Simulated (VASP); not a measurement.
Here is a VASP 6.6.1 calculation.

The input INCAR:

```
ALGO = Normal ; EDIFF = 1E-7
EDIFFG = -0.04 ; ENCUT = 500
GGA = PE ; GGA_COMPAT = F
IBRION = 2 ; ISIF = 3
ISMEAR = 0 ; LASPH = T
LCHARG = F ; LMAXMIX = 6
LREAL = F ; LWAVE = F
NELM = 200 ; NELMIN = 4
NSW = 90 ; PREC = Accurate
SIGMA = 0.1
```

KPOINTS

```
k-points
0
Gamma
  6 6 4
```

POSCAR

```
Na4TmSb
1.0
    5.5522696612      0.0000000000      0.0000000000
   -2.7761348306      4.8084065752      0.0000000000
    0.0000000000      0.0000000000      6.4209877839
Na Tm Sb
4 1 1
Direct
    0.3333333333      0.6666666667      0.7561013887
    0.3333333333      0.6666666667      0.2438986113
    0.6666666667      0.3333333333      0.7561013887
    0.6666666667      0.3333333333      0.2438986113
    0.0000000000      0.0000000000      0.5000000000
    0.0000000000      0.0000000000      0.0000000000
```

Potentials or basis: VASP PAW PBE potentials, release 64 (Na_pv, Tm_3, Sb), 4f in core.

Command:

```bash
$ cat potpaw_PBE.64/Na_pv/POTCAR potpaw_PBE.64/Tm_3/POTCAR potpaw_PBE.64/Sb/POTCAR > POTCAR
$ mpirun -np 1 vasp_std > vasp.out
```

Question: Predict the relaxed volume.

Answer: 28.41 Å³/atom.

Question: What does it give for the space group after relaxing (to 0.1 Å)?

Answer: P6/mmm (No. 191).

Question: Estimate the band gap on the k mesh.

Answer: Zero (bands 21 and 22 overlap by 0.57 eV).

Question: Predict the relaxed cell.

Answer: a = 5.596 Å, b = 5.596 Å, c = 6.286 Å, α = 90.00°, β = 90.00°, γ = 120.00°.

The path:
```csv
step,energy change (eV),largest force (eV/Å),pressure (GPa),volume (Å³)
1,0.0000,0.0151,-0.23,171.42
2,-0.0103,0.0255,-0.01,170.42
3,-0.0142,0.0352,0.23,169.40
4,-0.0142,0.0359,0.25,169.32
5,-0.0162,0.0364,0.13,170.44
```

Caveat: spin-orbit coupling is left out, which moves the levels of the heavy elements; the 4f electrons are frozen in the core, so they carry no moment and show no levels. Spin polarisation is off, so any magnetic state and its effect on volume and gap are missing.
